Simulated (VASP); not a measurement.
Runs of VASP 6.6.1 on BAs. The structure is that of space group F-43m (No. 216), or close to it. The cells are those of the table. 

```tsv
task	potentials or basis	cell	cutoff (eV)	second run	gap on the mesh (eV)	pressure (GPa)	relaxed volume (Å³/atom)
single point	VASP PAW LDA potentials, release 64 (B, As)	a = 3.346 Å, angles 60.0°, 2 atoms	520	-	1.10	0.9	-
single point	VASP PAW LDA potentials, release 64 (B, As_d)	a = 3.346 Å, angles 60.0°, 2 atoms	600	valence_matched	1.10	(a)	-
relaxation of cell and atoms	VASP PAW LDA potentials, release 64 (B, As)	relaxed from a = 3.400 Å, angles 60.0°, 2 atoms	600	-	1.10	0.0	13.33
relaxation of cell and atoms	VASP PAW LDA potentials, release 64 (B, As_d)	relaxed from a = 3.400 Å, angles 60.0°, 2 atoms	600	valence_matched	1.10	0.0	13.28
single point	VASP PAW LDA potentials, release 64 (B, As)	a = 3.346 Å, angles 60.0°, 2 atoms	500	-	1.10	0.9	-
```

Alike in all rows: level LDA; no spin polarisation; k mesh 10 × 10 × 10; smearing gaussian 0.02 eV.

Task: Fill in the values left out.

Result: (a) 1.0.

A k mesh can miss the band edges, and the runs leave out spin-orbit coupling on As.

The runs don't all hold the same shells in valence.
